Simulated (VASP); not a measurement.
Runs of VASP 6.6.1 on Bi. The structure is that of space group Im-3m (No. 229), or close to it. The cells are those of the table. 

| cell | gap on the mesh (eV) | pressure (GPa) |
| --- | --- | --- |
| a = 3.462 Å, angles 109.5°, 1 atom | none | -1.6 |
| a = 3.338 Å, angles 109.5°, 1 atom | none | 5.6 |
| a = 3.432 Å, angles 109.5°, 1 atom | none | -0.2 |
| a = 3.521 Å, angles 109.5°, 1 atom | none | (b) |
| a = 3.370 Å, angles 109.5°, 1 atom | none | (a) |
| a = 3.492 Å, angles 109.5°, 1 atom | none | -2.8 |
| a = 3.401 Å, angles 109.5°, 1 atom | none | 1.4 |

Alike in all rows: task single point; level r2SCAN; potentials or basis VASP PAW PBE potentials, release 64 (Bi_d); no spin polarisation; k mesh 8 × 8 × 8; cutoff (eV) 520; smearing gaussian 0.05 eV.

Task: Estimate the missing entries.

Result: (a) 3.3; (b) -3.8.

Caveats: the PAW data sets were made with another functional, which shifts forces and pressure a little; spin-orbit coupling is left out, which moves the levels of the heavy elements.

A k mesh can miss the band edges, and the runs leave out spin-orbit coupling on Bi.

A gap of «none» marks levels without a gap at the run's occupations.
